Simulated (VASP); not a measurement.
Set up this calculation in VASP 6.6.1, as the native input.

```yaml
Task: single point
Functional: LDA
Potentials_or_basis: VASP PAW LDA potentials, release 64 (Ta_pv, S)
Cutoff: 520 eV
k_mesh: 8 × 8 × 1
Occupations: gaussian, width 0.1 eV
Spin: no spin polarisation
Dipole_correction: yes
Further_INCAR_settings: ALGO = Normal; EDIFF = 1e-07; NBANDS = 33
```

The structure of Ta4S lies in POSCAR:

```
Ta4S
1.0
    3.2528501163      0.0000000000      0.0000000000
    0.0000000000      3.2528501163      0.0000000000
    0.0000000000      0.0000000000     20.2133955625
Ta S
4 1
Direct
    0.5000000000      0.5000000000      0.1978885728
    0.0000000000      0.0000000000      0.2783513062
    0.5000000000      0.5000000000      0.3580225063
    0.0000000000     -0.0178734124      0.4441062625
    0.0000000000      0.1250000000      0.5498734253
```

One way to write it, as run:

INCAR

```
SYSTEM = Ta4S
PREC = Accurate ; ENCUT = 520
EDIFF = 1E-7 ; ISMEAR = 0
SIGMA = 0.1 ; LREAL = .FALSE.
LASPH = .TRUE. ; NELM = 60
ALGO = Normal ; ISIF = 2
LWAVE = .FALSE. ; LCHARG = .TRUE.
LDIPOL = .TRUE. ; IDIPOL = 3
DIPOL = 0.5 0.5 0.366 ; GGA = CA
LELF = .TRUE. ; LVHAR = .TRUE.
LVACPOTAV = .TRUE. ; NBANDS = 33
```

KPOINTS

```
Automatic mesh
0
G
  8 8 1
  0 0 0
```

Potentials or basis: VASP PAW LDA potentials, release 64 (Ta_pv, S).

Run with:

```sh
$ cat potpaw_LDA.64/Ta_pv/POTCAR potpaw_LDA.64/S/POTCAR > POTCAR
$ mpirun -np 1 vasp_std > vasp.out
```

Results of the run:

* Largest force: 1.352 eV/Å
* Band gap on the k mesh: zero (bands 25 and 26 overlap by 0.88 eV)

Caveat: spin-orbit coupling is left out, which moves the levels of the heavy elements.

Wall time 5 min on 1 thread of Intel(R) Xeon(R) Platinum 8375C CPU @ 2.90GHz (Ice Lake), with other jobs on the host, peak memory 0.31 GiB.
